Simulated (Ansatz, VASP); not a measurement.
La3Tl in VASP and in Ansatz

The input INCAR:

```
ALGO = Normal
EDIFF = 1E-6
ENCUT = 520
ISIF = 2
ISMEAR = -1
LASPH = T
LCHARG = F
LREAL = F
LWAVE = F
NBANDS = 31
NELM = 80
PREC = Accurate
SIGMA = 0.08
```

Contents of KPOINTS:

```
k-points
0
Gamma
  8 8 8
```

File POSCAR:

```
La3Tl
1.0
    4.9567057101      0.0000000000      0.0000000000
    0.0000000000      4.9567057101      0.0000000000
    0.0000000000      0.0000000000      4.9567057101
La Tl
3 1
Direct
    0.0000000000      0.5000000000      0.5000000000
    0.5000000000      0.0000000000      0.5000000000
    0.5000000000      0.5000000000      0.0000000000
    0.0000000000      0.0000000000      0.0000000000
```

Input for Ansatz:

```yaml
crystal:
  lattice:
    - [4.9567057101, 0.0, 0.0]
    - [0.0, 4.9567057101, 0.0]
    - [0.0, 0.0, 4.9567057101]
  atoms:
    - { symbol: La, position: [0.0, 0.5, 0.5] }
    - { symbol: La, position: [0.5, 0.0, 0.5] }
    - { symbol: La, position: [0.5, 0.5, 0.0] }
    - { symbol: Tl, position: [0.0, 0.0, 0.0] }
kpoints:
  mp_grid: { grid: [8, 8, 8] }
  band_path:
    path:
      - [0.0, 0.0, 0.0]
      - [0.0, 0.5, 0.0]
      - [0.5, 0.5, 0.0]
      - [0.0, 0.0, 0.0]
      - [0.5, 0.5, 0.5]
      - [0.0, 0.5, 0.0]
      - [0.5, 0.5, 0.5]
      - [0.5, 0.5, 0.0]
    npoints: 5
scf:
  occupations: { method: fermi_dirac, width: 0.08 }
hamiltonian:
  xc: lda
  pseudopotentials: { kind: all_electron, lapw: { basis_error: 0.0005 } }
output:
  forces: true
  stress: true
  eigenvalues: true
```

Change from the starting cell: volume scaled by 0.94.

Alike in both runs: task single point; functional LDA; k mesh 8 × 8 × 8; occupations fermi-dirac, width 0.08 eV; no spin polarisation.

|  | VASP | Ansatz |
| --- | --- | --- |
| version | VASP 6.6.1 | Ansatz 0.2.0 |
| potentials or method | VASP PAW LDA potentials, release 64 (La, Tl_d), cutoff 520 eV | all-electron LAPW, scalar-relativistic |

VASP gave:

```
pressure (GPa) : -1.3
```

**Question.** Estimate Ansatz's values.

**Answer.** Pressure (GPa): -1.2.

LDA's correlation is that of Perdew and Zunger in VASP and of Perdew and Wang (1992) in Ansatz. Ansatz ran all-electron here, and VASP with PAW potentials.

Spin-orbit coupling is off throughout.
